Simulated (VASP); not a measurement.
# CuI (Marshite) (F-43m) in VASP: settings compared

The runs below take CuI (Marshite) through single point, with PBEsol, PBE.

All numbers are computed with VASP 6.6.1; they aren't measurements. Logs are shortened: lines on timing, memory, paths and dates and some standing lists are left out, and cuts for length are marked.

## 1. The cell of the first run

The structure is cubic, space group F-43m (No. 216). Conventional cell: a = 6.063 Å, b = 6.063 Å, c = 6.063 Å, α = 90.00°, β = 90.00°, γ = 90.00°. I (site symmetry -43m) has 4 Cu at 2.63 Å within 3.5 Å. Within 3.5 Å of Cu (site symmetry -43m) lie 4 I at 2.63 Å.

## 2. Single point, PBEsol

Contents of INCAR:

```
SYSTEM = CuI
PREC     = Accurate       ! precision mode
ENCUT    = 520            ! plane-wave cutoff, eV
EDIFF    = 1E-7           ! SCF threshold, eV
ISMEAR   = -1             ! smearing method
SIGMA    = 0.05           ! smearing width, eV
LREAL    = .False.        ! projectors in reciprocal space
LASPH    = .True.         ! aspherical terms in the spheres
NELM     = 60             ! most SCF steps
ALGO     = Normal         ! electronic algorithm
ISIF     = 2              ! what is computed and relaxed
LWAVE    = .False.        ! write WAVECAR
LCHARG   = .False.        ! write CHGCAR
GGA      = PS             ! functional
NBANDS   = 16             ! bands
```

Contents of KPOINTS:

```
regular mesh
0
Gamma
  8 8 8
  0 0 0
```

Contents of POSCAR:

```
CuI
1.0
    0.0000000000      3.0315000000      3.0315000000
    3.0315000000      0.0000000000      3.0315000000
    3.0315000000      3.0315000000      0.0000000000
I Cu
1 1
Direct
    0.0000000000      0.0000000000      0.0000000000
    0.7500000000      0.7500000000      0.7500000000
```

Potentials or basis: VASP PAW PBE potentials, release 64 (I, Cu).

Started as:

```console
> cat potpaw_PBE.64/I/POTCAR potpaw_PBE.64/Cu/POTCAR > POTCAR
> mpirun -np 1 vasp_std > vasp.out
```

OUTCAR:

```text
SYSTEM = CuI
   PREC = Accurate
   ENCUT = 520
   EDIFF = 1E-7
   ISMEAR = -1
   LREAL = .False.
   LASPH = .True.
   NELM = 60
   ISIF = 2
   GGA = PS

 ion  position               nearest neighbor table
   1  0.000  0.000  0.000-   2 2.63   2 2.63   2 2.63   2 2.63
   2  0.750  0.750  0.750-   1 2.63   1 2.63   1 2.63   1 2.63

  LATTYP: Found a face centered cubic cell.
 ALAT       =     6.0630000000

  Lattice vectors:

 A1 = (   0.0000000000,   3.0315000000,   3.0315000000)
 A2 = (   3.0315000000,   0.0000000000,   3.0315000000)
 A3 = (   3.0315000000,   3.0315000000,   0.0000000000)

Analysis of symmetry for initial positions (statically):
=====================================================================
 Subroutine PRICEL returns:
 Original cell was already a primitive cell.

 Routine SETGRP: Setting up the symmetry group for a
 face centered cubic supercell.

 Subroutine GETGRP returns: Found 24 space group operations
 (whereof 24 operations were pure point group operations)
 out of a pool of 48 trial point group operations.

The static configuration has the point symmetry T_d .

Analysis of symmetry for dynamics (positions and initial velocities):
=====================================================================
 Subroutine PRICEL returns:
 Original cell was already a primitive cell.

 Routine SETGRP: Setting up the symmetry group for a
 face centered cubic supercell.

 Subroutine GETGRP returns: Found 24 space group operations
 (whereof 24 operations were pure point group operations)
 out of a pool of 48 trial point group operations.

The dynamic configuration has the point symmetry T_d .

 Subroutine INISYM returns: Found 24 space group operations
 (whereof 24 operations are pure point group operations),
 and found     1 'primitive' translations

----------------------------------------------------------------------------------------

                                     Primitive cell

  volume of cell :      55.7189

  direct lattice vectors                    reciprocal lattice vectors
     0.000000000  3.031500000  3.031500000    -0.164934851  0.164934851  0.164934851
     3.031500000  0.000000000  3.031500000     0.164934851 -0.164934851  0.164934851
     3.031500000  3.031500000  0.000000000     0.164934851  0.164934851 -0.164934851

  length of vectors
     4.287188414  4.287188414  4.287188414     0.285675541  0.285675541  0.285675541

  position of ions in fractional coordinates (direct lattice)
     0.000000000  0.000000000  0.000000000
     0.750000000  0.750000000  0.750000000

  ion indices of the primitive-cell ions
   primitive index   ion index
                 1           1
                 2           2

----------------------------------------------------------------------------------------

 KPOINTS: regular mesh

Automatic generation of k-mesh.
 Grid dimensions read from file:
 generate k-points for:    8    8    8

 Generating k-lattice:

  Cartesian coordinates                     Fractional coordinates (reciprocal lattice)
    -0.020616856  0.020616856  0.020616856     0.125000000  0.000000000  0.000000000
     0.020616856 -0.020616856  0.020616856     0.000000000  0.125000000  0.000000000
     0.020616856  0.020616856 -0.020616856     0.000000000  0.000000000  0.125000000

  Length of vectors
     0.035709443  0.035709443  0.035709443

  Shift w.r.t. Gamma in fractional coordinates (k-lattice)
     0.000000000  0.000000000  0.000000000

 Subroutine IBZKPT returns following result:
 ===========================================

 Found     29 irreducible k-points:

 Following reciprocal coordinates:
            Coordinates               Weight
  0.000000  0.000000  0.000000      1.000000
  0.125000  0.000000  0.000000      8.000000
  0.250000  0.000000  0.000000      8.000000
  0.375000  0.000000  0.000000      8.000000
  0.500000  0.000000  0.000000      4.000000
  0.125000  0.125000  0.000000      6.000000
[... 16 lines left out ...]
  0.500000  0.250000  0.125000     48.000000
 -0.375000  0.250000  0.125000     24.000000
 [... further k-points ...]
   k-points           NKPTS =     29   k-points in BZ     NKDIM =     29   number of bands    NBANDS=     16
   number of dos      NEDOS =    301   number of ions     NIONS =      2
   total plane-waves  NPLWV =  32768
   dimension x,y,z NGX =    32 NGY =   32 NGZ =   32
   dimension x,y,z NGXF=    64 NGYF=   64 NGZF=   64
   ions per type =               1   1
   NGX,Y,Z   is equivalent  to a cutoff of  12.41, 12.41, 12.41 a.u.
   NGXF,Y,Z  is equivalent  to a cutoff of  24.82, 24.82, 24.82 a.u.
 SYSTEM =  CuI
   PREC   = accura    normal or accurate (medium, high low for compatibility)
   ISTART =      0    job   : 0-new  1-cont  2-samecut
   ICHARG =      2    charge: 1-file 2-atom 10-const
   ISPIN  =      1    spin polarized calculation?
   LNONCOLLINEAR =      F non collinear calculations
   LSORBIT =      F    spin-orbit coupling
   LASPH  =      T    aspherical Exc in radial PAW
   ENCUT  =  520.0 eV  38.22 Ry    6.18 a.u.   7.97  7.97  7.97*2*pi/ulx,y,z
   NELM   =     60;   NELMIN=  2; NELMDL= -5     # of ELM steps
   EDIFF  = 0.1E-06   stopping-criterion for ELM
   LREAL  =      F    real-space projection
   EDIFFG = 0.1E-05   stopping-criterion for IOM
   NSW    =      0    number of steps for IOM
   IBRION =     -1    ionic relax: 0-MD 1-quasi-New 2-CG
   NFREE  =      0    steps in history (QN), initial steepest desc. (CG)
   ISIF   =      2    stress and relaxation
   ISYM   =      2    0-nonsym 1-usesym 2-fastsym
   POTIM  = 0.5000    time-step for ionic-motion
   TEBEG  =    0.0;   TEEND  =   0.0 temperature during run
   PSTRESS=    0.0 pullay stress
   NELECT =      18.0000    total number of electrons
   NUPDOWN=      -1.0000    fix difference up-down
   EMIN   =  10.00;   EMAX   =-10.00  energy-range for DOS
   EFERMI =   0.00;   METHOD = LEGACY
   ISMEAR =    -1;   SIGMA  =   0.05  broadening in eV -4-tet -1-fermi 0-gaus
   EFERMI_NEDOS =   21; number of points for ismear=-14 and -15
   IALGO  =     38    algorithm
   IMIX   =      4    mixing-type and parameters
     AMIX     =   0.40;   BMIX     =  1.00
     AMIX_MAG =   1.60;   BMIX_MAG =  1.00
  volume/ion in A,a.u.               =      27.86       188.00
  Fermi-wavevector in a.u.,A,eV,Ry     =   1.123306  2.122741 17.168055  1.261816
  Thomas-Fermi vector in A             =   2.259971
   LORBIT       =      0    0 simple, 1 ext, 2 COOP (PROOUT), +10 PAW based schemes
   GGA     = PS    functional components
   LHFCALC =     F    Hartree Fock is set to
   AEXX    =    0.0000 exact exchange contribution
   IVDW    =     0    specifies the selected vdW correction
   LEPSILON=     F    determine dielectric tensor
   LRPA    =     F    only Hartree local field effects (RPA)
 non-spin polarized calculation
  energy-cutoff  :      520.00
  volume of cell :       55.72
 maximum number of plane-waves:      1524
   NGX = 15   NGY = 15   NGZ = 15

 number of electron      18.0000014 magnetization

 Free energy of the ion-electron system (eV)
  ---------------------------------------------------
  ext. energy  EPLUGINS =         0.00000000
  ---------------------------------------------------
  free energy    TOTEN  =        -6.29448179 eV

  energy without entropy =       -6.29448143  energy(sigma->0) =       -6.29448161

 E-fermi :   4.8375     XC(G=0):  -9.1391

 val. band max:        4.2832283221   @ k =   0.0000   0.0000   0.0000
 cond. band min:       5.3114401216   @ k =   0.0000   0.0000   0.0000
 fundamental gap:      1.0282117995
 Fermi energy:         4.8375249088

 k-point     1 :       0.0000    0.0000    0.0000
  band No.  band energies     occupation
      1      -9.7453      2.00000
      2       0.6385      2.00000
      3       0.6385      2.00000
      4       0.6385      2.00000
      5       2.4100      2.00000
      6       2.4100      2.00000
[... 8 lines left out ...]
     15      13.8570      0.00000
     16      13.8570      0.00000

 k-point     2 :       0.1250    0.0000    0.0000
  band No.  band energies     occupation
      1      -9.6725      2.00000
      2       0.3375      2.00000
      3       0.6443      2.00000
      4       0.6443      2.00000
      5       2.4038      2.00000
      6       2.4038      2.00000
[... 8 lines left out ...]
     15      13.1659      0.00000
     16      13.1659      0.00000

 k-point     3 :       0.2500    0.0000    0.0000
  band No.  band energies     occupation
      1      -9.4858      2.00000
      2      -0.3718      2.00000
      3       0.6554      2.00000
      4       0.6554      2.00000
      5       2.4006      2.00000
      6       2.4006      2.00000
[... 8 lines left out ...]
     15      12.9582      0.00000
     16      13.0609      0.00000

 k-point     4 :       0.3750    0.0000    0.0000
  band No.  band energies     occupation
      1      -9.2810      2.00000
      2      -1.0518      2.00000
      3       0.6614      2.00000
      4       0.6614      2.00000
      5       2.4202      2.00000
      6       2.4202      2.00000
[... 8 lines left out ...]
     15      13.8805      0.00000
     16      13.8805      0.00000

 k-point     5 :       0.5000    0.0000    0.0000
  band No.  band energies     occupation
      1      -9.1898      2.00000
      2      -1.3266      2.00000
      3       0.6622      2.00000
      4       0.6622      2.00000
      5       2.4377      2.00000
      6       2.4377      2.00000
[... 8 lines left out ...]
     15      15.1314      0.00000
     16      15.1314      0.00000

 k-point     6 :       0.1250    0.1250    0.0000
  band No.  band energies     occupation
      1      -9.6482      2.00000
      2       0.2997      2.00000
      3       0.6219      2.00000
      4       0.6219      2.00000
      5       2.3779      2.00000
      6       2.4228      2.00000
[... 8 lines left out ...]
     15      13.5209      0.00000
     16      14.0127      0.00000

 k-point     7 :       0.2500    0.1250    0.0000
  band No.  band energies     occupation
      1      -9.4989      2.00000
      2      -0.2081      2.00000
      3       0.6046      2.00000
      4       0.6145      2.00000
      5       2.3554      2.00000
      6       2.4320      2.00000
[... 8 lines left out ...]
     15      13.8599      0.00000
     16      14.2772      0.00000

 k-point     8 :       0.3750    0.1250    0.0000
  band No.  band energies     occupation
      1      -9.2976      2.00000
      2      -0.8334      2.00000
      3       0.5393      2.00000
      4       0.6228      2.00000
      5       2.3687      2.00000
      6       2.4436      2.00000
[... 8 lines left out ...]
     15      13.9731      0.00000
     16      14.4794      0.00000

 k-point     9 :       0.5000    0.1250    0.0000
  band No.  band energies     occupation
      1      -9.1643      2.00000
      2      -1.2059      2.00000
      3       0.4551      2.00000
      4       0.6441      2.00000
      5       2.3939      2.00000
      6       2.4408      2.00000
[... 8 lines left out ...]
     15      14.6515      0.00000
     16      15.1540      0.00000
[... 172 lines left out ...]
 k-point    19 :       0.5000    0.3750    0.0000
  band No.  band energies     occupation
      1      -9.0315      2.00000
      2      -1.1705      2.00000
      3       0.3284      2.00000
      4       0.5510      2.00000
      5       2.3281      2.00000
      6       2.4767      2.00000
[... 8 lines left out ...]
     15      15.5159      0.00000
     16      16.4340      0.00000

 k-point    20 :      -0.3750    0.3750    0.0000
  band No.  band energies     occupation
      1      -9.0155      2.00000
      2      -0.9946      2.00000
      3      -0.1304      2.00000
      4       0.5913      2.00000
      5       2.2807      2.00000
      6       2.4353      2.00000
[... 8 lines left out ...]
     15      14.2497      0.00000
     16      17.5072      0.00000

 k-point    21 :       0.5000    0.5000    0.0000
  band No.  band energies     occupation
      1      -9.0016      2.00000
      2      -1.3055      2.00000
      3       0.5306      2.00000
      4       0.5306      2.00000
      5       2.3792      2.00000
      6       2.4649      2.00000
[... 8 lines left out ...]
     15      15.5780      0.00000
     16      16.2746      0.00000

 k-point    22 :       0.3750    0.2500    0.1250
  band No.  band energies     occupation
      1      -9.3411      2.00000
      2      -0.5738      2.00000
      3       0.4200      2.00000
      4       0.6402      2.00000
      5       2.3393      2.00000
      6       2.4471      2.00000
[... 8 lines left out ...]
     15      14.5149      0.00000
     16      15.5108      0.00000

 k-point    23 :       0.5000    0.2500    0.1250
  band No.  band energies     occupation
      1      -9.1711      2.00000
      2      -0.9163      2.00000
      3       0.1926      2.00000
      4       0.6259      2.00000
      5       2.3625      2.00000
      6       2.4247      2.00000
[... 8 lines left out ...]
     15      14.8534      0.00000
     16      15.6668      0.00000

 k-point    24 :      -0.3750    0.2500    0.1250
  band No.  band energies     occupation
      1      -9.0965      2.00000
      2      -1.0620      2.00000
      3       0.0935      2.00000
      4       0.6126      2.00000
      5       2.3443      2.00000
      6       2.4207      2.00000
[... 8 lines left out ...]
     15      14.9305      0.00000
     16      15.5280      0.00000

 [... further k-points ...]
[... 5 lines left out ...]
  --------------------------------------------------------------------------------------
  -------------------------------------------------------------------------------------
  Total       -0.8731803     -0.8731803     -0.8731803     -0.0000000     -0.0000000     -0.0000000
  in kB      -25.1079807    -25.1079807    -25.1079807     -0.0000000     -0.0000000     -0.0000000
  external PRESSURE =     -25.1079807 kB  Pullay stress =       0.0000000 kB

 VOLUME and BASIS-vectors are now :
 -----------------------------------------------------------------------------
  energy-cutoff  :      520.00
  volume of cell :       55.72
      direct lattice vectors                 reciprocal lattice vectors
     0.000000000  3.031500000  3.031500000    -0.164934851  0.164934851  0.164934851
     3.031500000  0.000000000  3.031500000     0.164934851 -0.164934851  0.164934851
     3.031500000  3.031500000  0.000000000     0.164934851  0.164934851 -0.164934851

 POSITION                                       TOTAL-FORCE (eV/Angst)
 -----------------------------------------------------------------------------------
      0.00000      0.00000      0.00000        -0.000000     -0.000000     -0.000000
      4.54725      4.54725      4.54725         0.000000      0.000000      0.000000
 -----------------------------------------------------------------------------------
    total drift:                               -0.000000     -0.000000     -0.000000

  FREE ENERGIE OF THE ION-ELECTRON SYSTEM (eV)
  ---------------------------------------------------
  free  energy   TOTEN  =        -6.2944817878 eV

  energy  without entropy=       -6.2944814349  energy(sigma->0) =       -6.29448161
```

It took 11 s on 1 thread of Intel Xeon 6975P-C (Granite Rapids), shared host; peak memory 0.18 GiB.

What came out:

* Free energy: -6.2945 eV
* Pressure: -2.5 GPa
* Band gap on the k mesh: 1.03 eV, direct

Levels at points of the mesh, in eV from the valence-band top:
```
           k point  band 6  band 7  band 8  band 9  band 10  band 11  band 12  band 13
(0.00, 0.00, 0.00)   -1.87    0.00    0.00    0.00     1.03     4.83     4.83     4.83
(0.50, 0.00, 0.00)   -1.85   -1.80   -0.72   -0.72     2.08     5.36     5.36     7.25
(0.50, 0.50, 0.00)   -1.82   -1.79   -1.51   -1.51     2.61     2.85     9.07     9.71
```

Caveat: the PAW data sets were made with another functional, which shifts forces and pressure a little; spin-orbit coupling is left out, which moves the levels of the heavy elements. A hybrid or GW would open this gap; PBEsol tends to underestimate it.

## 3. Single point, PBE

Contents of INCAR:

```
ALGO     = Normal         # electronic algorithm
EDIFF    = 1E-6           # SCF threshold, eV
ENCUT    = 520            # plane-wave cutoff, eV
GGA      = PE             # functional
ISIF     = 2              # what is computed and relaxed
ISMEAR   = 0              # smearing method
LASPH    = True           # aspherical terms in the spheres
LCHARG   = False          # write CHGCAR
LREAL    = False          # projectors in reciprocal space
LWAVE    = False          # write WAVECAR
NBANDS   = 16             # bands
NELM     = 80             # most SCF steps
PREC     = Accurate       # precision mode
SIGMA    = 0.027000000000000003 # smearing width, eV
```

Contents of KPOINTS:

```
k-points
0
Gamma
  8 8 8
```

POSCAR is that of step 2.

Potentials or basis: VASP PAW PBE potentials, release 64 (I, Cu).

Started as:

```console
> cat potpaw_PBE.64/I/POTCAR potpaw_PBE.64/Cu/POTCAR > POTCAR
> mpirun -np 1 vasp_std > vasp.out
```

OUTCAR:

```text
EDIFF = 1E-6
   ENCUT = 520
   GGA = PE
   ISIF = 2
   ISMEAR = 0
   LASPH = True
   LREAL = False
   NELM = 80
   PREC = Accurate

 ion  position               nearest neighbor table
   1  0.000  0.000  0.000-   2 2.63   2 2.63   2 2.63   2 2.63
   2  0.750  0.750  0.750-   1 2.63   1 2.63   1 2.63   1 2.63

  LATTYP: Found a face centered cubic cell.
 ALAT       =     6.0630000000

  Lattice vectors:

 A1 = (   0.0000000000,   3.0315000000,   3.0315000000)
[... 642 lines left out ...]
------------------------ aborting loop because EDIFF is reached ----------------------------------------

  FORCE on cell =-STRESS in cart. coord.  units (eV):
  Direction    XX          YY          ZZ          XY          YZ          ZX
  --------------------------------------------------------------------------------------
  -------------------------------------------------------------------------------------
  Total        0.2393336      0.2393336      0.2393336      0.0000000      0.0000000      0.0000000
  in kB        6.8819495      6.8819495      6.8819495      0.0000000      0.0000000      0.0000000
  external PRESSURE =       6.8819495 kB  Pullay stress =       0.0000000 kB

 VOLUME and BASIS-vectors are now :
 -----------------------------------------------------------------------------
  energy-cutoff  :      520.00
  volume of cell :       55.72
      direct lattice vectors                 reciprocal lattice vectors
     0.000000000  3.031500000  3.031500000    -0.164934851  0.164934851  0.164934851
     3.031500000  0.000000000  3.031500000     0.164934851 -0.164934851  0.164934851
     3.031500000  3.031500000  0.000000000     0.164934851  0.164934851 -0.164934851

 POSITION                                       TOTAL-FORCE (eV/Angst)
 -----------------------------------------------------------------------------------
      0.00000      0.00000      0.00000         0.000000     -0.000000     -0.000000
      4.54725      4.54725      4.54725        -0.000000      0.000000      0.000000
 -----------------------------------------------------------------------------------
    total drift:                               -0.000001     -0.000001     -0.000000

  FREE ENERGIE OF THE ION-ELECTRON SYSTEM (eV)
  ---------------------------------------------------
  free  energy   TOTEN  =        -5.5619810735 eV

  energy  without entropy=       -5.5619810735  energy(sigma->0) =       -5.56198107
```

Run time: 8.6 s. Hardware: 1 thread of Intel Xeon 6975P-C (Granite Rapids), shared host; peak memory 0.18 GiB.

Results:

```
Free energy            : -5.5620 eV
Pressure               : 0.7 GPa
Band gap on the k mesh : 1.14 eV, direct
```

Levels at points of the mesh, in eV from the valence-band top:
| k point | band 5 | band 6 | band 7 | band 8 | band 9 | band 10 | band 11 | band 12 | band 13 | band 14 |
| --- | --- | --- | --- | --- | --- | --- | --- | --- | --- | --- |
| (0.00, 0.00, 0.00) | -1.85 | -1.85 | 0.00 | 0.00 | 0.00 | 1.14 | 4.87 | 4.87 | 4.87 | 8.18 |
| (0.50, 0.00, 0.00) | -1.82 | -1.82 | -1.78 | -0.71 | -0.71 | 2.16 | 5.41 | 5.41 | 7.41 | 9.12 |
| (0.50, 0.50, 0.00) | -1.88 | -1.79 | -1.77 | -1.50 | -1.50 | 2.72 | 2.91 | 9.19 | 9.76 | 9.76 |

Caveat: spin-orbit coupling is left out, which moves the levels of the heavy elements.
